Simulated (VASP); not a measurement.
Runs of VASP 6.6.1 on Ag. The structure is that of space group P6_3/mmc (No. 194), or close to it. The cells are those of the table. 

| cell | gap on the mesh (eV) | pressure (GPa) |
| --- | --- | --- |
| a = 2.905, b = 2.905, c = 4.750 Å, angles 90.0, 90.0, 120.0°, 2 atoms | none | -4.7 |
| a = 2.930, b = 2.930, c = 4.790 Å, angles 90.0, 90.0, 120.0°, 2 atoms | none | -6.9 |
| a = 2.829, b = 2.829, c = 4.625 Å, angles 90.0, 90.0, 120.0°, 2 atoms | none | 4.7 |
| a = 3.025, b = 3.025, c = 4.945 Å, angles 90.0, 90.0, 120.0°, 2 atoms | none | (c) |
| a = 3.001, b = 3.001, c = 4.907 Å, angles 90.0, 90.0, 120.0°, 2 atoms | none | -11.3 |
| a = 2.855, b = 2.855, c = 4.667 Å, angles 90.0, 90.0, 120.0°, 2 atoms | none | 1.0 |
| a = 2.978, b = 2.978, c = 4.869 Å, angles 90.0, 90.0, 120.0°, 2 atoms | none | (b) |
| a = 2.880, b = 2.880, c = 4.709 Å, angles 90.0, 90.0, 120.0°, 2 atoms | none | (a) |
| a = 2.954, b = 2.954, c = 4.830 Å, angles 90.0, 90.0, 120.0°, 2 atoms | none | -8.7 |

Alike in all rows: task single point; level PBEsol; potentials or basis VASP PAW PBE potentials, release 64 (Ag); no spin polarisation; k mesh 9 × 9 × 5; cutoff (eV) 520; smearing gaussian 0.15 eV.

Question: Fill in the values left out.

Answer: (a) -2.1; (b) -10.1; (c) -12.3.

Caveats: the PAW data sets were made with another functional, which shifts forces and pressure a little.

A k mesh can miss the band edges, and the runs leave out spin-orbit coupling on Ag.

A gap of «none» marks levels without a gap at the run's occupations.
